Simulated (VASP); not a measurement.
# CdTe (F-43m) in VASP: relaxation of cell and atoms with HSE06

Aim: the relaxation of cell and atoms of CdTe with HSE06.

Program: VASP 6.6.1. These are calculated values, not measurements. Logs are shortened: lines on timing, memory, paths and dates and some standing lists are left out, and cuts for length are marked.

### Step 1. The cell of the first run

The structure is cubic, space group F-43m (No. 216). Conventional cell: a = 6.560 Å, b = 6.560 Å, c = 6.560 Å, α = 90.00°, β = 90.00°, γ = 90.00°. Within 3.7 Å of Cd (site symmetry -43m) lie 4 Te at 2.84 Å. Te (site symmetry -43m) has 4 Cd at 2.84 Å within 3.7 Å.

### Step 2. Relaxation of cell and atoms, HSE06

Input file POSCAR:

```
CdTe
1.0
    0.0000000000      3.2799012461      3.2799012461
    3.2799012461      0.0000000000      3.2799012461
    3.2799012461      3.2799012461      0.0000000000
Cd Te
1 1
Direct
    0.0000000000      0.0000000000      0.0000000000
    0.2500000000      0.2500000000      0.2500000000
```

Input file INCAR.step1:

```
SYSTEM = CdTe
PREC = Accurate
ENCUT = 600
EDIFF = 1E-5
ISMEAR = -1
SIGMA = 0.02
LREAL = .FALSE.
LASPH = .TRUE.
NELM = 100
ALGO = Normal
LWAVE = .TRUE.
LCHARG = .FALSE.
GGA = PE
NBANDS = 16
```

Input file INCAR.step2:

```
SYSTEM = CdTe
PREC = Accurate
ENCUT = 600
EDIFF = 1E-7
ISMEAR = -1
SIGMA = 0.02
LREAL = .FALSE.
LASPH = .TRUE.
NELM = 100
ALGO = Normal
ISIF = 3
LWAVE = .FALSE.
LCHARG = .FALSE.
GGA = PE
LHFCALC = .TRUE.
HFSCREEN = 0.2079
PRECFOCK = Normal
IBRION = 2
NSW = 80
EDIFFG = -0.005
ISTART = 1
```

Input file KPOINTS:

```
regular mesh
0
G
  4 4 4
  0 0 0
```

Potentials or basis: VASP PAW PBE potentials, release 64 (Cd, Te).

Run with:

```
> cat potpaw_PBE.64/Cd/POTCAR potpaw_PBE.64/Te/POTCAR > POTCAR
> cp INCAR.step1 INCAR
> mpirun -np 1 vasp_std > vasp.out
> cp INCAR.step2 INCAR
> mpirun -np 1 vasp_std > vasp.out
```

OUTCAR:

```text
SYSTEM = CdTe
   PREC = Accurate
   ENCUT = 600
   EDIFF = 1E-7
   ISMEAR = -1
   LREAL = .FALSE.
   LASPH = .TRUE.
   NELM = 100
   ISIF = 3
   GGA = PE
   LHFCALC = .TRUE.
   HFSCREEN = 0.2079
   PRECFOCK = Normal
   IBRION = 2
   NSW = 80
   EDIFFG = -0.005
   ISTART = 1

 ion  position               nearest neighbor table
   1  0.000  0.000  0.000-   2 2.84   2 2.84   2 2.84   2 2.84
   2  0.250  0.250  0.250-   1 2.84   1 2.84   1 2.84   1 2.84

  LATTYP: Found a face centered cubic cell.
 ALAT       =     6.5598024922

  Lattice vectors:

 A1 = (   0.0000000000,   3.2799012461,   3.2799012461)
 A2 = (   3.2799012461,   0.0000000000,   3.2799012461)
 A3 = (   3.2799012461,   3.2799012461,   0.0000000000)

Analysis of symmetry for initial positions (statically):
=====================================================================
 Subroutine PRICEL returns:
 Original cell was already a primitive cell.

 Routine SETGRP: Setting up the symmetry group for a
 face centered cubic supercell.

 Subroutine GETGRP returns: Found 24 space group operations
 (whereof 24 operations were pure point group operations)
 out of a pool of 48 trial point group operations.

The static configuration has the point symmetry T_d .

Analysis of symmetry for dynamics (positions and initial velocities):
=====================================================================
 Subroutine PRICEL returns:
 Original cell was already a primitive cell.

 Routine SETGRP: Setting up the symmetry group for a
 face centered cubic supercell.

 Subroutine GETGRP returns: Found 24 space group operations
 (whereof 24 operations were pure point group operations)
 out of a pool of 48 trial point group operations.

The dynamic configuration has the point symmetry T_d .

 Subroutine INISYM returns: Found 24 space group operations
 (whereof 24 operations are pure point group operations),
 and found     1 'primitive' translations

----------------------------------------------------------------------------------------

                                     Primitive cell

  volume of cell :      70.5687

  direct lattice vectors                    reciprocal lattice vectors
     0.000000000  3.279901246  3.279901246    -0.152443614  0.152443614  0.152443614
     3.279901246  0.000000000  3.279901246     0.152443614 -0.152443614  0.152443614
     3.279901246  3.279901246  0.000000000     0.152443614  0.152443614 -0.152443614

  length of vectors
     4.638480825  4.638480825  4.638480825     0.264040085  0.264040085  0.264040085

  position of ions in fractional coordinates (direct lattice)
     0.000000000  0.000000000  0.000000000
     0.250000000  0.250000000  0.250000000

  ion indices of the primitive-cell ions
   primitive index   ion index
                 1           1
                 2           2

----------------------------------------------------------------------------------------

 KPOINTS: regular mesh

Automatic generation of k-mesh.
 Grid dimensions read from file:
 generate k-points for:    4    4    4

 Generating k-lattice:

  Cartesian coordinates                     Fractional coordinates (reciprocal lattice)
    -0.038110904  0.038110904  0.038110904     0.250000000  0.000000000  0.000000000
     0.038110904 -0.038110904  0.038110904     0.000000000  0.250000000  0.000000000
     0.038110904  0.038110904 -0.038110904     0.000000000  0.000000000  0.250000000

  Length of vectors
     0.066010021  0.066010021  0.066010021

  Shift w.r.t. Gamma in fractional coordinates (k-lattice)
     0.000000000  0.000000000  0.000000000

 Subroutine IBZKPT returns following result:
 ===========================================

 Found      8 irreducible k-points:

 Following reciprocal coordinates:
            Coordinates               Weight
  0.000000  0.000000  0.000000      1.000000
  0.250000  0.000000  0.000000      8.000000
  0.500000  0.000000  0.000000      4.000000
  0.250000  0.250000  0.000000      6.000000
  0.500000  0.250000  0.000000     24.000000
 -0.250000  0.250000  0.000000     12.000000
  0.500000  0.500000  0.000000      3.000000
 -0.250000  0.500000  0.250000      6.000000
   k-points           NKPTS =      8   k-points in BZ     NKDIM =     64   number of bands    NBANDS=     13
   number of dos      NEDOS =    301   number of ions     NIONS =      2
   total plane-waves  NPLWV =  64000
   dimension x,y,z NGX =    40 NGY =   40 NGZ =   40
   dimension x,y,z NGXF=    80 NGYF=   80 NGZF=   80
   ions per type =               1   1
   NGX,Y,Z   is equivalent  to a cutoff of  14.34, 14.34, 14.34 a.u.
   NGXF,Y,Z  is equivalent  to a cutoff of  28.67, 28.67, 28.67 a.u.
 SYSTEM =  CdTe
   PREC   = accura    normal or accurate (medium, high low for compatibility)
   ISTART =      1    job   : 0-new  1-cont  2-samecut
   ICHARG =      0    charge: 1-file 2-atom 10-const
   ISPIN  =      1    spin polarized calculation?
   LNONCOLLINEAR =      F non collinear calculations
   LSORBIT =      F    spin-orbit coupling
   LASPH  =      T    aspherical Exc in radial PAW
   ENCUT  =  600.0 eV  44.10 Ry    6.64 a.u.   9.26  9.26  9.26*2*pi/ulx,y,z
   NELM   =    100;   NELMIN=  2; NELMDL=  0     # of ELM steps
   EDIFF  = 0.1E-06   stopping-criterion for ELM
   LREAL  =      F    real-space projection
   EDIFFG = -.5E-02   stopping-criterion for IOM
   NSW    =     80    number of steps for IOM
   IBRION =      2    ionic relax: 0-MD 1-quasi-New 2-CG
   NFREE  =      1    steps in history (QN), initial steepest desc. (CG)
   ISIF   =      3    stress and relaxation
   ISYM   =      3    0-nonsym 1-usesym 2-fastsym
   POTIM  = 0.5000    time-step for ionic-motion
   TEBEG  =    0.0;   TEEND  =   0.0 temperature during run
   PSTRESS=    0.0 pullay stress
   NELECT =      18.0000    total number of electrons
   NUPDOWN=      -1.0000    fix difference up-down
   EMIN   =  10.00;   EMAX   =-10.00  energy-range for DOS
   EFERMI =   0.00;   METHOD = LEGACY
   ISMEAR =    -1;   SIGMA  =   0.02  broadening in eV -4-tet -1-fermi 0-gaus
   EFERMI_NEDOS =   21; number of points for ismear=-14 and -15
   IALGO  =     38    algorithm
   IMIX   =      1    mixing-type and parameters
     AMIX     =   0.40;   BMIX     =  1.00
     AMIX_MAG =   1.60;   BMIX_MAG =  1.00
  volume/ion in A,a.u.               =      35.28       238.11
  Fermi-wavevector in a.u.,A,eV,Ry     =   1.038233  1.961976 14.666102  1.077928
  Thomas-Fermi vector in A             =   2.172708
   LORBIT       =      0    0 simple, 1 ext, 2 COOP (PROOUT), +10 PAW based schemes
   GGA     = PE    functional components
   LHFCALC =     T    Hartree Fock is set to
   PRECFOCK=normal    Normal, Fast or Accurate (Low or Medium for compatibility)
   ENCUT4O =  -1.0   cutoff for four orbital integrals eV
   NKREDX  =     1    reduce k-point grid by
   NKREDY  =     1    reduce k-point grid by
   NKREDZ  =     1    reduce k-point grid by
   AEXX    =    0.2500 exact exchange contribution
   HFSCREEN=    0.2079 screening length (either q_TF or 0.3 A-1)
   HFSCREENC=   0.2079 screening length for correlation (either q_TF or 0.3 A-1)
   ENCUTFOCK=  -1.0 apply spherical cutoff to Coloumb kernel
   IVDW    =     0    specifies the selected vdW correction
   LEPSILON=     F    determine dielectric tensor
   LRPA    =     F    only Hartree local field effects (RPA)
 conjugate gradient relaxation of ions
 non-spin polarized calculation
  energy-cutoff  :      600.00
  volume of cell :       70.57
 maximum number of plane-waves:      2397
 NGX is ok and might be reduce to    40
  NGX = 28; NGY = 28; NGZ = 28

--------------------------------------- Ionic step        1  -------------------------------------------

 number of electron      17.9999999 magnetization

 Free energy of the ion-electron system (eV)
  ---------------------------------------------------
  ext. energy  EPLUGINS =         0.00000000
  ---------------------------------------------------
  free energy    TOTEN  =        -5.99432817 eV

  energy without entropy =       -5.99432817  energy(sigma->0) =       -5.99432817

------------------------ aborting loop because EDIFF is reached ----------------------------------------

  FORCE on cell =-STRESS in cart. coord.  units (eV):
  Direction    XX          YY          ZZ          XY          YZ          ZX
  --------------------------------------------------------------------------------------
  -------------------------------------------------------------------------------------
  Total        0.0910665      0.0910665      0.0910665      0.0000000      0.0000000      0.0000000
  in kB        2.0675548      2.0675548      2.0675548      0.0000000      0.0000000      0.0000000
  external PRESSURE =       2.0675548 kB  Pullay stress =       0.0000000 kB

 VOLUME and BASIS-vectors are now :
 -----------------------------------------------------------------------------
  energy-cutoff  :      600.00
  volume of cell :       70.57
      direct lattice vectors                 reciprocal lattice vectors
     0.000000000  3.279901246  3.279901246    -0.152443614  0.152443614  0.152443614
     3.279901246  0.000000000  3.279901246     0.152443614 -0.152443614  0.152443614
     3.279901246  3.279901246  0.000000000     0.152443614  0.152443614 -0.152443614
[... 37 lines left out ...]
 POSITION                                       TOTAL-FORCE (eV/Angst)
 -----------------------------------------------------------------------------------
     -0.00000      3.28711      3.28711         0.000000      0.000000      0.000000
      1.64355      1.64355      1.64355        -0.000000     -0.000000     -0.000000
 -----------------------------------------------------------------------------------
    total drift:                                0.000000     -0.000001     -0.000000

  FREE ENERGIE OF THE ION-ELECTRON SYSTEM (eV)
  ---------------------------------------------------
  free  energy   TOTEN  =        -5.9945410691 eV

  energy  without entropy=       -5.9945410691  energy(sigma->0) =       -5.99454107

--------------------------------------- Ionic step        3  -------------------------------------------

 number of electron      17.9999999 magnetization

 Free energy of the ion-electron system (eV)
  ---------------------------------------------------
  ext. energy  EPLUGINS =         0.00000000
  ---------------------------------------------------
  free energy    TOTEN  =        -5.99455908 eV

  energy without entropy =       -5.99455908  energy(sigma->0) =       -5.99455908

 E-fermi :   1.9087     XC(G=0):  -7.0151

 val. band max:        1.4856595954   @ k =   0.0000   0.0000   0.0000
 cond. band min:       2.9125817635   @ k =   0.0000   0.0000   0.0000
 fundamental gap:      1.4269221681
 Fermi energy:         1.9087022774

 k-point     1 :       0.0000    0.0000    0.0000
  band No.  band energies     occupation
      1     -10.4002      2.00000
      2      -7.9955      2.00000
      3      -7.9955      2.00000
      4      -7.9955      2.00000
      5      -7.7620      2.00000
      6      -7.7620      2.00000
      7       1.4857      2.00000
      8       1.4857      2.00000
      9       1.4857      2.00000
     10       2.9126      0.00000
     11       6.9759      0.00000
     12       6.9759      0.00000
     13       6.9759      0.00000

 k-point     2 :       0.2500    0.0000    0.0000
  band No.  band energies     occupation
      1     -10.2193      2.00000
      2      -7.9645      2.00000
      3      -7.9645      2.00000
      4      -7.7675      2.00000
      5      -7.7624      2.00000
      6      -7.7624      2.00000
      7      -1.2530      2.00000
      8       1.0671      2.00000
      9       1.0671      2.00000
     10       4.2030      0.00000
     11       7.5296      0.00000
[... 118 lines left out ...]
 POSITION                                       TOTAL-FORCE (eV/Angst)
 -----------------------------------------------------------------------------------
      0.00000      0.00000      0.00000        -0.000000     -0.000000     -0.000000
      1.64276      1.64276      1.64276         0.000000      0.000000      0.000000
 -----------------------------------------------------------------------------------
    total drift:                                0.000001     -0.000001      0.000000

  FREE ENERGIE OF THE ION-ELECTRON SYSTEM (eV)
  ---------------------------------------------------
  free  energy   TOTEN  =        -5.9945590791 eV

  energy  without entropy=       -5.9945590791  energy(sigma->0) =       -5.99455908

 reached required accuracy - stopping structural energy minimisation
```

Wall time 32 min (1 thread of Intel Xeon Platinum 8488C (Sapphire Rapids), shared host); peak memory 0.35 GiB.

Results:

- Free energy: -5.9946 eV
- Relaxed volume: 35.47 Å³/atom
- Relaxed cell: a = 4.646 Å, b = 4.646 Å, c = 4.646 Å, α = 60.00°, β = 60.00°, γ = 60.00°
- Space group after relaxing (to 0.05 Å): F-43m (No. 216)
- Energy gained by relaxing: 0.1 meV/atom
- Ionic steps: 3
- Pressure after relaxing: 0.0 GPa
- Band gap on the k mesh: 1.43 eV, direct

The path:
```
step  energy change (eV)  largest force (eV/Å)  pressure (GPa)  volume (Å³)
   1              0.0000                0.0000            0.21        70.57
   2             -0.0002                0.0000           -0.05        71.03
   3             -0.0002                0.0000            0.00        70.93
```

Final structure:
```xyz
2
Lattice="0.0000 3.2855 3.2855 3.2855 0.0000 3.2855 3.2855 3.2855 0.0000" Properties=species:S:1:pos:R:3 pbc="T T T"
Cd    0.0000    0.0000    0.0000
Te    1.6428    1.6428    1.6428
```

Caveat: the PAW data sets were made with another functional, which shifts forces and pressure a little; spin-orbit coupling is left out, which moves the levels of the heavy elements.
